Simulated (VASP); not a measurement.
# CdS4 (P-3m1) in VASP: a series of runs

CdS4 is run at these levels: PBE; tasks: single point, relaxation of cell and atoms.

All numbers are computed with VASP 6.6.1; they aren't measurements. Logs are shortened: lines on timing, memory, paths and dates and some standing lists are left out, and cuts for length are marked.

## Step 1: The cell of the first run

It takes space group P-3m1 (No. 164, trigonal). Conventional cell: a = 3.665 Å, b = 3.665 Å, c = 8.338 Å, α = 90.00°, β = 90.00°, γ = 120.00°. Cd (site symmetry -3m) has 6 S at 2.66 Å within 3.5 Å. Within 3.5 Å of S (site symmetry 3m) lie 3 Cd at 2.66 Å and 4 S at 2.81 to 3.25 Å. S (site symmetry 3m) has 7 S at 2.53 to 3.25 Å within 3.3 Å.

The cell was built from a structure type or drawn by symmetry, and may not be a known phase.

## Step 2: Single point, PBE

Input file INCAR:

```
SYSTEM = CdS4
PREC = Accurate
ENCUT = 520
EDIFF = 1E-7
ISMEAR = 0
SIGMA = 0.1
LREAL = .False.
LASPH = .True.
NELM = 80
ALGO = Normal
ISIF = 2
LWAVE = .False.
LCHARG = .True.
GGA = PE
LELF = .True.
LVHAR = .True.
NBANDS = 26
```

Input file KPOINTS:

```
Automatic mesh
0
Gamma
  6 6 2
  0 0 0
```

Input file POSCAR:

```
CdS4
1.0
    3.6650922963      0.0000000031      0.0000000000
   -1.8325461509      3.1740630342      0.0000000000
    0.0000000000      0.0000000000      8.3381816051
Cd S
1 4
Direct
    0.0000000000      0.0000000000      0.0000000000
    0.3333333333      0.6666666667      0.8058759382
    0.3333333333      0.6666666667      0.4164780535
    0.6666666667      0.3333333333      0.1941240618
    0.6666666667      0.3333333333      0.5835219465
```

Potentials or basis: VASP PAW PBE potentials, release 64 (Cd, S).

Command:

```bash
cat potpaw_PBE.64/Cd/POTCAR potpaw_PBE.64/S/POTCAR > POTCAR
mpirun -np 1 vasp_std > vasp.out
```

OUTCAR:

```text
SYSTEM = CdS4
   PREC = Accurate
   ENCUT = 520
   EDIFF = 1E-7
   ISMEAR = 0
   LREAL = .False.
   LASPH = .True.
   NELM = 80
   ISIF = 2
   GGA = PE

 ion  position               nearest neighbor table
   1  0.000  0.000  0.000-   2 2.66   4 2.66   2 2.66   4 2.66   4 2.66   2 2.66
   2  0.333  0.667  0.806-   1 2.66   1 2.66   1 2.66
   3  0.333  0.667  0.416-   5 2.53   5 2.53   5 2.53
   4  0.667  0.333  0.194-   1 2.66   1 2.66   1 2.66
   5  0.667  0.333  0.584-   3 2.53   3 2.53   3 2.53

  LATTYP: Found a hexagonal cell.
 ALAT       =     3.6650922963
 C/A-ratio  =     2.2750263652

  Lattice vectors:

 A1 = (   3.6650922963,   0.0000000031,   0.0000000000)
 A2 = (  -1.8325461509,   3.1740630342,   0.0000000000)
 A3 = (   0.0000000000,   0.0000000000,   8.3381816051)

Analysis of symmetry for initial positions (statically):
=====================================================================
 Subroutine PRICEL returns:
 Original cell was already a primitive cell.

 Routine SETGRP: Setting up the symmetry group for a
 hexagonal supercell.

 Subroutine GETGRP returns: Found 12 space group operations
 (whereof 12 operations were pure point group operations)
 out of a pool of 24 trial point group operations.

The static configuration has the point symmetry D_3d.

Analysis of symmetry for dynamics (positions and initial velocities):
=====================================================================
 Subroutine PRICEL returns:
 Original cell was already a primitive cell.

 Routine SETGRP: Setting up the symmetry group for a
 hexagonal supercell.

 Subroutine GETGRP returns: Found 12 space group operations
 (whereof 12 operations were pure point group operations)
 out of a pool of 24 trial point group operations.

The dynamic configuration has the point symmetry D_3d.

 Subroutine INISYM returns: Found 12 space group operations
 (whereof 12 operations are pure point group operations),
 and found     1 'primitive' translations

----------------------------------------------------------------------------------------

                                     Primitive cell

  volume of cell :      97.0000

  direct lattice vectors                    reciprocal lattice vectors
     3.665092296  0.000000003  0.000000000     0.272844425  0.157526802  0.000000000
    -1.832546151  3.174063034  0.000000000    -0.000000000  0.315053604  0.000000000
     0.000000000  0.000000000  8.338181605     0.000000000  0.000000000  0.119930225

  length of vectors
[... 79 lines left out ...]
   EDIFFG = 0.1E-05   stopping-criterion for IOM
   NSW    =      0    number of steps for IOM
   IBRION =     -1    ionic relax: 0-MD 1-quasi-New 2-CG
   NFREE  =      0    steps in history (QN), initial steepest desc. (CG)
   ISIF   =      2    stress and relaxation
   ISYM   =      2    0-nonsym 1-usesym 2-fastsym
   POTIM  = 0.5000    time-step for ionic-motion
   TEBEG  =    0.0;   TEEND  =   0.0 temperature during run
   PSTRESS=    0.0 pullay stress
   NELECT =      36.0000    total number of electrons
   NUPDOWN=      -1.0000    fix difference up-down
   EMIN   =  10.00;   EMAX   =-10.00  energy-range for DOS
   EFERMI =   0.00;   METHOD = LEGACY
   ISMEAR =     0;   SIGMA  =   0.10  broadening in eV -4-tet -1-fermi 0-gaus
   EFERMI_NEDOS =   21; number of points for ismear=-14 and -15
   IALGO  =     38    algorithm
   IMIX   =      4    mixing-type and parameters
     AMIX     =   0.40;   BMIX     =  1.00
     AMIX_MAG =   1.60;   BMIX_MAG =  1.00
  volume/ion in A,a.u.               =      19.40       130.92
  Fermi-wavevector in a.u.,A,eV,Ry     =   1.176481  2.223227 18.831939  1.384108
  Thomas-Fermi vector in A             =   2.312844
   LORBIT       =      0    0 simple, 1 ext, 2 COOP (PROOUT), +10 PAW based schemes
   GGA     = PE    functional components
   LHFCALC =     F    Hartree Fock is set to
   AEXX    =    0.0000 exact exchange contribution
   IVDW    =     0    specifies the selected vdW correction
   LEPSILON=     F    determine dielectric tensor
   LRPA    =     F    only Hartree local field effects (RPA)
 non-spin polarized calculation
 Gauss-broadening in eV      SIGMA  =   0.10
  energy-cutoff  :      520.00
  volume of cell :       97.00
 maximum number of plane-waves:      2637
 NGX is ok and might be reduce to    28
   NGX = 13   NGY = 13   NGZ = 31

 number of electron      36.0000000 magnetization

 Free energy of the ion-electron system (eV)
  ---------------------------------------------------
  ext. energy  EPLUGINS =         0.00000000
  ---------------------------------------------------
  free energy    TOTEN  =       -15.08835635 eV

  energy without entropy =      -15.08306663  energy(sigma->0) =      -15.08571149

 E-fermi :   4.5135     XC(G=0): -10.2674

 val. band max:        4.4929804150   @ k =   0.0000   0.0000   0.5000
 cond. band min:       4.5592894933   @ k =   0.0000   0.0000   0.0000
 fundamental gap:      0.0663090784
 Fermi energy:         4.5135119048

 k-point     1 :       0.0000    0.0000    0.0000
  band No.  band energies     occupation
      1     -11.2500      2.00000
      2      -8.6186      2.00000
      3      -8.1127      2.00000
      4      -5.5198      2.00000
      5      -3.5781      2.00000
      6      -3.5781      2.00000
[... 395 lines left out ...]
     25      11.5442      0.00000
     26      13.0238      0.00000

------------------------ aborting loop because EDIFF is reached ----------------------------------------

  FORCE on cell =-STRESS in cart. coord.  units (eV):
  Direction    XX          YY          ZZ          XY          YZ          ZX
  --------------------------------------------------------------------------------------
  -------------------------------------------------------------------------------------
  Total        0.1173740      0.1173740      0.0925276     -0.0000000     -0.0000000      0.0000000
  in kB        1.9387007      1.9387007      1.5283059     -0.0000000     -0.0000000      0.0000000
  external PRESSURE =       1.8019024 kB  Pullay stress =       0.0000000 kB

 VOLUME and BASIS-vectors are now :
 -----------------------------------------------------------------------------
  energy-cutoff  :      520.00
  volume of cell :       97.00
      direct lattice vectors                 reciprocal lattice vectors
     3.665092296  0.000000003  0.000000000     0.272844425  0.157526802  0.000000000
    -1.832546151  3.174063034  0.000000000    -0.000000000  0.315053604  0.000000000
     0.000000000  0.000000000  8.338181605     0.000000000  0.000000000  0.119930225

 POSITION                                       TOTAL-FORCE (eV/Angst)
 -----------------------------------------------------------------------------------
      0.00000      0.00000      0.00000        -0.000000     -0.000000     -0.000000
     -0.00000      2.11604      6.71954         0.000000     -0.000000     -0.045087
     -0.00000      2.11604      3.47267         0.000000      0.000000      0.008620
      1.83255      1.05802      1.61864         0.000000      0.000000      0.045087
      1.83255      1.05802      4.86551        -0.000000     -0.000000     -0.008620
 -----------------------------------------------------------------------------------
    total drift:                               -0.000000     -0.000000     -0.000000

  FREE ENERGIE OF THE ION-ELECTRON SYSTEM (eV)
  ---------------------------------------------------
  free  energy   TOTEN  =       -15.0883563542 eV

  energy  without entropy=      -15.0830666300  energy(sigma->0) =      -15.08571149
```

OSZICAR:

```text
N       E                     dE             d eps       ncg     rms          rms(c)
DAV:   1     0.221615517857E+03    0.22162E+03   -0.17368E+04   728   0.127E+03
DAV:   2    -0.208604036988E+01   -0.22370E+03   -0.21608E+03   872   0.276E+02
DAV:   3    -0.158303699568E+02   -0.13744E+02   -0.13619E+02   876   0.682E+01
[... 12 lines left out ...]
DAV:  16    -0.150883935930E+02    0.22064E-03   -0.22100E-04   910   0.623E-02    0.182E-01
DAV:  17    -0.150883644978E+02    0.29095E-04   -0.35901E-05   934   0.252E-02    0.820E-02
DAV:  18    -0.150883586056E+02    0.58922E-05   -0.35311E-06   962   0.883E-03    0.466E-02
DAV:  19    -0.150883563273E+02    0.22783E-05   -0.54605E-06   902   0.981E-03    0.409E-03
DAV:  20    -0.150883563542E+02   -0.26894E-07   -0.20635E-07   812   0.239E-03
   1 F= -.15088356E+02 E0= -.15085711E+02  d E =-.528972E-02
```

Run time: 25 s. Hardware: 1 thread of Intel Xeon 6975P-C (Granite Rapids), shared host; peak memory 0.21 GiB.

What came out:

```yaml
Free_energy: -15.0884 eV
Pressure: 0.2 GPa
Largest_force: 0.045 eV/Å
Band_gap_on_the_k_mesh: zero (bands 18 and 19 overlap by 0.40 eV)
```

Forces on the atoms (eV/Å):
```
Cd   0.000  0.000  0.000
S    0.000  0.000 -0.045
S    0.000  0.000  0.009
S    0.000  0.000  0.045
S    0.000  0.000 -0.009
```

Levels at points of the mesh, in eV from the Fermi level:
```
           k point  band 16  band 17  band 18  band 19  band 20  band 21
(0.00, 0.00, 0.00)    -1.03     0.05     0.05     0.07     0.07     1.44
(0.50, 0.00, 0.00)    -1.49    -1.36    -0.87    -0.19     1.04     1.60
(0.00, 0.00, 0.50)    -0.42    -0.39    -0.39    -0.02     0.31     0.31
(0.50, 0.00, 0.50)    -1.82    -0.89    -0.20     0.46     1.00     1.63
```

Caveat: the k points lie up to 0.38 Å⁻¹ apart; semilocal functionals underestimate gaps, so a narrow gap can read as zero.

## Step 3: Single point, PBE

This run uses another cell than the first one, of 21.21 Å³/atom.

Input file INCAR:

```
  PREC = Accurate
  ENCUT = 520
  EDIFF = 1E-6
  ISMEAR = 0
  SIGMA = 0.1
  LREAL = F
  LASPH = T
  NELM = 100
  ALGO = Normal
  ISIF = 2
  LWAVE = F
  LCHARG = T
  GGA = PE
  LELF = T
  LVHAR = T
  NBANDS = 26
```

Input file KPOINTS:

```
Automatic mesh
0
Gamma
  6 6 2
```

Input file POSCAR:

```
CdS4
1.0
    3.3643846300      0.0000000000      0.0000000000
   -1.6821923200      2.9136425600      0.0000000000
    0.0000000000      0.0000000000     10.8181161500
Cd S
1 4
Direct
    0.0000000000      0.0000000000      0.0000000000
    0.3333333300      0.6666666700      0.8658552800
    0.3333333300      0.6666666700      0.3767953500
    0.6666666700      0.3333333300      0.1341447200
    0.6666666700      0.3333333300      0.6232046500
```

Potentials or basis: VASP PAW PBE potentials, release 64 (Cd, S).

Command:

```bash
cat potpaw_PBE.64/Cd/POTCAR potpaw_PBE.64/S/POTCAR > POTCAR
mpirun -np 1 vasp_std > vasp.out
```

Run time: 24 s. Hardware: 1 thread of Intel Xeon 6975P-C (Granite Rapids), shared host; peak memory 0.24 GiB.

It converged, with:

```yaml
Free_energy: -11.4664 eV
Pressure: 6.3 GPa
Largest_force: 2.662 eV/Å
Band_gap_on_the_k_mesh: zero (bands 18 and 19 overlap by 2.28 eV)
```

Forces on the atoms (eV/Å):
```
Cd   0.000  0.000  0.000
S    0.000  0.000 -2.662
S    0.000  0.000  0.604
S    0.000  0.000  2.662
S    0.000  0.000 -0.604
```

Stress tensor (GPa, compression positive):
```
9.23 0.00 0.00
0.00 9.23 0.00
0.00 0.00 0.50
```

Levels at points of the mesh, in eV from the Fermi level:
```
           k point  band 16  band 17  band 18  band 19  band 20  band 21
(0.00, 0.00, 0.00)     0.57     0.91     0.92     0.92     1.09     1.09
(0.50, 0.00, 0.00)    -0.56    -0.50    -0.25    -0.09    -0.01     0.70
(0.00, 0.00, 0.50)     0.66     0.66     0.77     0.77     1.15     1.15
(0.50, 0.00, 0.50)    -1.13    -0.46    -0.13     0.03     0.40     0.41
```

Caveat: the cell stands under pressure; forces of over 1 eV/Å act on the atoms, so gaps and moduli don't describe the material at rest.

(Continued in part 2 of 2.)
